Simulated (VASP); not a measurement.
# ZrC (P6_3/mmc) in VASP: settings compared

The runs below take ZrC through single point, with r2SCAN, LDA.

All numbers are computed with VASP 6.6.1; they aren't measurements. Logs are shortened: lines on timing, memory, paths and dates and some standing lists are left out, and cuts for length are marked.

### 1 The cell of the first run

It takes space group P6_3/mmc (No. 194, hexagonal). Conventional cell: a = 3.391 Å, b = 3.391 Å, c = 5.290 Å, α = 90.00°, β = 90.00°, γ = 120.00°. Within 3.1 Å of Zr (site symmetry -6m2) lie 6 C at 2.36 Å. Within 3.1 Å of C (site symmetry -3m) lie 6 Zr at 2.36 Å and 2 C at 2.65 Å.

### 2 Single point, r2SCAN

Contents of POSCAR:

```
ZrC
1.0
    3.3914762718      0.0000000000      0.0000000000
   -1.6957381359      2.9371046077      0.0000000000
    0.0000000000      0.0000000000      5.2900530000
Zr C
2 2
Direct
    0.6666666667      0.3333333333      0.7500000000
    0.3333333333      0.6666666667      0.2500000000
    0.0000000000      0.0000000000      0.5000000000
    0.0000000000      0.0000000000      0.0000000000
```

Contents of INCAR.step1:

```
SYSTEM = ZrC
PREC     = Accurate       ! precision mode
ENCUT    = 520            ! plane-wave cutoff, eV
ISMEAR   = -1             ! smearing method
SIGMA    = 0.05           ! smearing width, eV
LREAL    = .False.        ! projectors in reciprocal space
LASPH    = .True.         ! aspherical terms in the spheres
NELM     = 60             ! most SCF steps
NBANDS   = 24             ! bands
GGA      = PE             ! functional
ALGO     = Normal         ! electronic algorithm
EDIFF    = 1E-4           ! SCF threshold, eV
LWAVE    = .True.         ! write WAVECAR
LCHARG   = .False.        ! write CHGCAR
```

Contents of INCAR.step2:

```
SYSTEM = ZrC
PREC     = Accurate       ! precision mode
ENCUT    = 520            ! plane-wave cutoff, eV
EDIFF    = 1E-6           ! SCF threshold, eV
ISMEAR   = -1             ! smearing method
SIGMA    = 0.05           ! smearing width, eV
LREAL    = .False.        ! projectors in reciprocal space
LASPH    = .True.         ! aspherical terms in the spheres
NELM     = 60             ! most SCF steps
ALGO     = Normal         ! electronic algorithm
ISIF     = 2              ! what is computed and relaxed
LWAVE    = .False.        ! write WAVECAR
LCHARG   = .False.        ! write CHGCAR
METAGGA  = R2SCAN         ! meta-GGA
LMIXTAU  = .True.       
NBANDS   = 24             ! bands
ISTART   = 1
```

Contents of KPOINTS:

```
regular mesh
0
Gamma
  5 5 3
  0 0 0
```

Potentials or basis: VASP PAW PBE potentials, release 64 (Zr_sv, C).

Run with:

```sh
cat potpaw_PBE.64/Zr_sv/POTCAR potpaw_PBE.64/C/POTCAR > POTCAR
cp INCAR.step1 INCAR
mpirun -np 1 vasp_std > vasp.out
cp INCAR.step2 INCAR
mpirun -np 1 vasp_std > vasp.out
```

OUTCAR:

```text
SYSTEM = ZrC
   PREC = Accurate
   ENCUT = 520
   EDIFF = 1E-6
   ISMEAR = -1
   LREAL = .False.
   LASPH = .True.
   NELM = 60
   ISIF = 2
   METAGGA = R2SCAN
   ISTART = 1

 ion  position               nearest neighbor table
   1  0.667  0.333  0.750-   3 2.36   4 2.36   3 2.36   4 2.36   3 2.36   4 2.36   2 3.29   2 3.29
                             2 3.29   2 3.29   2 3.29   2 3.29
   2  0.333  0.667  0.250-   3 2.36   4 2.36   3 2.36   4 2.36   3 2.36   4 2.36   1 3.29   1 3.29
                             1 3.29   1 3.29   1 3.29   1 3.29
   3  0.000  0.000  0.500-   1 2.36   2 2.36   2 2.36   1 2.36   1 2.36   2 2.36
   4  0.000  0.000  0.000-   1 2.36   2 2.36   2 2.36   1 2.36   1 2.36   2 2.36

  LATTYP: Found a hexagonal cell.
 ALAT       =     3.3914762718
 C/A-ratio  =     1.5598083478

  Lattice vectors:

 A1 = (   3.3914762718,   0.0000000000,   0.0000000000)
 A2 = (  -1.6957381359,   2.9371046077,   0.0000000000)
 A3 = (   0.0000000000,   0.0000000000,   5.2900530000)

Analysis of symmetry for initial positions (statically):
=====================================================================
 Subroutine PRICEL returns:
 Original cell was already a primitive cell.

 Routine SETGRP: Setting up the symmetry group for a
 hexagonal supercell.

 Subroutine GETGRP returns: Found 24 space group operations
 (whereof 12 operations were pure point group operations)
 out of a pool of 24 trial point group operations.

The static configuration has the point symmetry D_3d.
 The point group associated with its full space group is D_6h.

Analysis of symmetry for dynamics (positions and initial velocities):
=====================================================================
 Subroutine PRICEL returns:
 Original cell was already a primitive cell.

 Routine SETGRP: Setting up the symmetry group for a
 hexagonal supercell.

 Subroutine GETGRP returns: Found 24 space group operations
 (whereof 12 operations were pure point group operations)
 out of a pool of 24 trial point group operations.

The dynamic configuration has the point symmetry D_3d.
 The point group associated with its full space group is D_6h.

 Subroutine INISYM returns: Found 24 space group operations
 (whereof 12 operations are pure point group operations),
 and found     1 'primitive' translations

----------------------------------------------------------------------------------------

                                     Primitive cell

  volume of cell :      52.6949

  direct lattice vectors                    reciprocal lattice vectors
     3.391476272  0.000000000  0.000000000     0.294856847  0.170235680  0.000000000
    -1.695738136  2.937104608  0.000000000     0.000000000  0.340471360  0.000000000
     0.000000000  0.000000000  5.290053000     0.000000000  0.000000000  0.189034023

  length of vectors
     3.391476272  3.391476272  5.290053000     0.340471360  0.340471360  0.189034023

  position of ions in fractional coordinates (direct lattice)
     0.666666667  0.333333333  0.750000000
     0.333333333  0.666666667  0.250000000
     0.000000000  0.000000000  0.500000000
     0.000000000  0.000000000  0.000000000

  ion indices of the primitive-cell ions
   primitive index   ion index
                 1           1
                 2           2
                 3           3
                 4           4

----------------------------------------------------------------------------------------

 KPOINTS: regular mesh

Automatic generation of k-mesh.
 Grid dimensions read from file:
 generate k-points for:    5    5    3

 Generating k-lattice:

  Cartesian coordinates                     Fractional coordinates (reciprocal lattice)
     0.058971369  0.034047136  0.000000000     0.200000000 -0.000000000  0.000000000
     0.000000000  0.068094272  0.000000000     0.000000000  0.200000000  0.000000000
     0.000000000  0.000000000  0.063011341     0.000000000  0.000000000  0.333333333

  Length of vectors
     0.068094272  0.068094272  0.063011341

  Shift w.r.t. Gamma in fractional coordinates (k-lattice)
     0.000000000  0.000000000  0.000000000

 Subroutine IBZKPT returns following result:
 ===========================================

 Found     10 irreducible k-points:

 Following reciprocal coordinates:
            Coordinates               Weight
  0.000000  0.000000  0.000000      1.000000
  0.200000  0.000000  0.000000      6.000000
  0.400000  0.000000  0.000000      6.000000
  0.200000  0.200000  0.000000      6.000000
  0.400000  0.200000  0.000000      6.000000
  0.000000  0.000000  0.333333      2.000000
  0.200000  0.000000  0.333333     12.000000
  0.400000  0.000000  0.333333     12.000000
  0.200000  0.200000  0.333333     12.000000
  0.400000  0.200000  0.333333     12.000000
   k-points           NKPTS =     10   k-points in BZ     NKDIM =     10   number of bands    NBANDS=     24
   number of dos      NEDOS =    301   number of ions     NIONS =      4
   total plane-waves  NPLWV =  31360
   dimension x,y,z NGX =    28 NGY =   28 NGZ =   40
   dimension x,y,z NGXF=    56 NGYF=   56 NGZF=   80
   ions per type =               2   2
   NGX,Y,Z   is equivalent  to a cutoff of  13.73, 13.73, 12.57 a.u.
   NGXF,Y,Z  is equivalent  to a cutoff of  27.45, 27.45, 25.14 a.u.
 SYSTEM =  ZrC
   PREC   = accura    normal or accurate (medium, high low for compatibility)
   ISTART =      1    job   : 0-new  1-cont  2-samecut
   ICHARG =      0    charge: 1-file 2-atom 10-const
   ISPIN  =      1    spin polarized calculation?
   LNONCOLLINEAR =      F non collinear calculations
   LSORBIT =      F    spin-orbit coupling
   LASPH  =      T    aspherical Exc in radial PAW
   ENCUT  =  520.0 eV  38.22 Ry    6.18 a.u.   6.31  6.31  9.84*2*pi/ulx,y,z
   NELM   =     60;   NELMIN=  2; NELMDL=  0     # of ELM steps
   EDIFF  = 0.1E-05   stopping-criterion for ELM
   LREAL  =      F    real-space projection
   EDIFFG = 0.1E-04   stopping-criterion for IOM
   NSW    =      0    number of steps for IOM
   IBRION =     -1    ionic relax: 0-MD 1-quasi-New 2-CG
   NFREE  =      0    steps in history (QN), initial steepest desc. (CG)
   ISIF   =      2    stress and relaxation
   ISYM   =      2    0-nonsym 1-usesym 2-fastsym
   POTIM  = 0.5000    time-step for ionic-motion
   TEBEG  =    0.0;   TEEND  =   0.0 temperature during run
   PSTRESS=    0.0 pullay stress
   NELECT =      32.0000    total number of electrons
   NUPDOWN=      -1.0000    fix difference up-down
   EMIN   =  10.00;   EMAX   =-10.00  energy-range for DOS
   EFERMI =   0.00;   METHOD = LEGACY
   ISMEAR =    -1;   SIGMA  =   0.05  broadening in eV -4-tet -1-fermi 0-gaus
   EFERMI_NEDOS =   21; number of points for ismear=-14 and -15
   IALGO  =     38    algorithm
   IMIX   =      4    mixing-type and parameters
     AMIX     =   0.40;   BMIX     =  1.00
     AMIX_MAG =   1.60;   BMIX_MAG =  1.00
  volume/ion in A,a.u.               =      13.17        88.90
  Fermi-wavevector in a.u.,A,eV,Ry     =   1.386337  2.619797 26.149441  1.921930
  Thomas-Fermi vector in A             =   2.510662
   LORBIT       =      0    0 simple, 1 ext, 2 COOP (PROOUT), +10 PAW based schemes
   METAGGA = R2SCAN    functional components
   LHFCALC =     F    Hartree Fock is set to
   AEXX    =    0.0000 exact exchange contribution
   IVDW    =     0    specifies the selected vdW correction
   LEPSILON=     F    determine dielectric tensor
   LRPA    =     F    only Hartree local field effects (RPA)
 non-spin polarized calculation
  energy-cutoff  :      520.00
  volume of cell :       52.69
 maximum number of plane-waves:      1430
 NGX is ok and might be reduce to    28
   NGX = 13   NGY = 13   NGZ = 19

 number of electron      32.0000001 magnetization

 Free energy of the ion-electron system (eV)
  ---------------------------------------------------
  ext. energy  EPLUGINS =         0.00000000
  ---------------------------------------------------
  free energy    TOTEN  =       -68.67733189 eV

  energy without entropy =      -68.66502127  energy(sigma->0) =      -68.67117658

 E-fermi :   9.8419     XC(G=0): -12.8918

 val. band max:        9.7813942723   @ k =   0.4000   0.2000   0.0000
 cond. band min:       9.9116741795   @ k =   0.2000   0.2000   0.3333
 fundamental gap:      0.1302799071
 Fermi energy:         9.8418655723

 k-point     1 :       0.0000    0.0000    0.0000
  band No.  band energies     occupation
      1     -40.2934      2.00000
      2     -40.1745      2.00000
      3     -18.1666      2.00000
      4     -17.4350      2.00000
      5     -17.4350      2.00000
      6     -17.3389      2.00000
[... 16 lines left out ...]
     23      14.5162      0.00000
     24      17.6092      0.00000

 k-point     2 :       0.2000    0.0000    0.0000
  band No.  band energies     occupation
      1     -40.2639      2.00000
      2     -40.1650      2.00000
      3     -18.0527      2.00000
      4     -17.6561      2.00000
      5     -17.5268      2.00000
      6     -17.5121      2.00000
[... 16 lines left out ...]
     23      15.8895      0.00000
     24      16.0444      0.00000

 k-point     3 :       0.4000    0.0000    0.0000
  band No.  band energies     occupation
      1     -40.2089      2.00000
      2     -40.1567      2.00000
      3     -18.0112      2.00000
      4     -17.8094      2.00000
      5     -17.8004      2.00000
      6     -17.6164      2.00000
[... 16 lines left out ...]
     23      15.2545      0.00000
     24      15.9981      0.00000
[... 136 lines left out ...]
 k-point     9 :       0.2000    0.2000    0.3333
  band No.  band energies     occupation
      1     -40.2049      2.00000
      2     -40.1729      2.00000
      3     -17.9591      2.00000
      4     -17.9038      2.00000
      5     -17.6166      2.00000
      6     -17.5885      2.00000
[... 16 lines left out ...]
     23      16.2319      0.00000
     24      16.4440      0.00000

 k-point    10 :       0.4000    0.2000    0.3333
  band No.  band energies     occupation
      1     -40.1790      2.00000
      2     -40.1669      2.00000
      3     -18.0364      2.00000
      4     -17.9419      2.00000
      5     -17.7676      2.00000
      6     -17.6316      2.00000
[... 16 lines left out ...]
     23      16.5015      0.00000
     24      16.5596      0.00000

------------------------ aborting loop because EDIFF is reached ----------------------------------------

  FORCE on cell =-STRESS in cart. coord.  units (eV):
  Direction    XX          YY          ZZ          XY          YZ          ZX
  --------------------------------------------------------------------------------------
  -------------------------------------------------------------------------------------
  Total       -1.1268245     -1.1268245      0.1537247      0.0000000      0.0000000     -0.0000000
  in kB      -34.2608911    -34.2608911      4.6739701      0.0000000      0.0000000     -0.0000000
  external PRESSURE =     -21.2826041 kB  Pullay stress =       0.0000000 kB

 VOLUME and BASIS-vectors are now :
 -----------------------------------------------------------------------------
  energy-cutoff  :      520.00
  volume of cell :       52.69
      direct lattice vectors                 reciprocal lattice vectors
     3.391476272  0.000000000  0.000000000     0.294856847  0.170235680  0.000000000
    -1.695738136  2.937104608  0.000000000     0.000000000  0.340471360  0.000000000
     0.000000000  0.000000000  5.290053000     0.000000000  0.000000000  0.189034023

 POSITION                                       TOTAL-FORCE (eV/Angst)
 -----------------------------------------------------------------------------------
      1.69574      0.97903      3.96754        -0.000000      0.000000      0.000000
     -0.00000      1.95807      1.32251        -0.000000     -0.000000      0.000000
      0.00000      0.00000      2.64503         0.000000     -0.000000      0.000000
      0.00000      0.00000      0.00000         0.000000     -0.000000      0.000000
 -----------------------------------------------------------------------------------
    total drift:                               -0.000000      0.000000     -0.000000

  FREE ENERGIE OF THE ION-ELECTRON SYSTEM (eV)
  ---------------------------------------------------
  free  energy   TOTEN  =       -68.6773318857 eV

  energy  without entropy=      -68.6650212716  energy(sigma->0) =      -68.67117658
```

Run time: 65 s. Hardware: 1 thread of Intel Xeon 6975P-C (Granite Rapids), shared host; peak memory 0.18 GiB.

Results:

```
Free energy            : -68.6773 eV
Pressure               : -2.1 GPa
Band gap on the k mesh : zero (band 16 reaches 10.99 eV, above the bottom of band 17 at 9.91 eV)
```

Levels at points of the mesh, in eV from the Fermi level:
```csv
k point,band 12,band 13,band 14,band 15,band 16,band 17,band 18,band 19,band 20,band 21
"(0.00, 0.00, 0.00)",-3.01,-3.01,-1.28,-1.28,1.15,1.40,1.40,1.77,1.77,2.49
```

Caveat: the k points lie up to 0.43 Å⁻¹ apart; the PAW data sets were made with another functional, which shifts forces and pressure a little.

[end of part 1 of 2]
